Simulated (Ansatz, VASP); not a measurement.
# Two plane-wave programs on Pt

File INCAR:

```
  ALGO = Fast
  EDIFF = 1E-7
  ENCUT = 520
  GGA = PE
  ISIF = 2
  ISMEAR = 0
  LASPH = T
  LCHARG = F
  LREAL = F
  LWAVE = F
  NBANDS = 11
  NELM = 100
  PREC = Accurate
  SIGMA = 0.15
```

KPOINTS

```
k-points
0
Gamma
  26 26 26
```

File POSCAR:

```
Pt
1.0
    0.0000000000      2.0346814308      1.8858023017
    2.0346814308      0.0000000000      1.8858023017
    2.0346814308      2.0346814308      0.0000000000
Pt
1
Direct
    0.0000000000      0.0000000000      0.0000000000
```

Input for Ansatz:

```yaml
crystal:
  lattice:
    - [0.0, 2.0346814308, 1.8858023017]
    - [2.0346814308, 0.0, 1.8858023017]
    - [2.0346814308, 2.0346814308, 0.0]
  atoms:
    - { symbol: Pt, position: [0.0, 0.0, 0.0] }
basis:
  ecutwfc: 420
kpoints:
  mp_grid: { grid: [26, 26, 26] }
hamiltonian:
  xc: pbe
scf:
  occupations: { method: gaussian, width: 0.15 }
output:
  forces: true
  stress: true
  eigenvalues: true
  write_density: true
  write_potential: true
  elf: true
  volumetric_format: npy
```

Change from the starting cell: strain +0.025 along x and y, -0.050 along z, atoms carried along.

Alike in both runs: task single point; functional PBE; k mesh 26 × 26 × 26; occupations gaussian, width 0.15 eV; no spin polarisation.

|  | VASP | Ansatz |
| --- | --- | --- |
| version | VASP 6.6.1 | Ansatz 0.2.0 |
| potentials or method | VASP PAW PBE potentials, release 64 (Pt), cutoff 520 eV | scalar-relativistic, plane waves, PAW |
| valence electrons in the cell | 10 | 18 |

Ansatz gave:

| Item | Value |
| --- | --- |
| gap on the k mesh at the Fermi level (eV) | none |
| pressure (GPa) | 1.0 |
| traceless stress, the component that is largest in VASP (GPa) | 3.11 |

**Question.** What did VASP give for the same quantities?

**Answer.** gap on the k mesh at the Fermi level (eV): none; pressure (GPa): 0.6; traceless stress, the component that is largest in VASP (GPa): 3.08.

A gap of «none» marks a metal or a gap that the smearing closes. With one functional, cell and mesh, what is left measures potentials, basis and numerics. VASP's potentials hold 10 valence electrons a cell and Ansatz's 18, so a difference there can come from the potentials and not from the codes.

Spin-orbit coupling is off throughout.
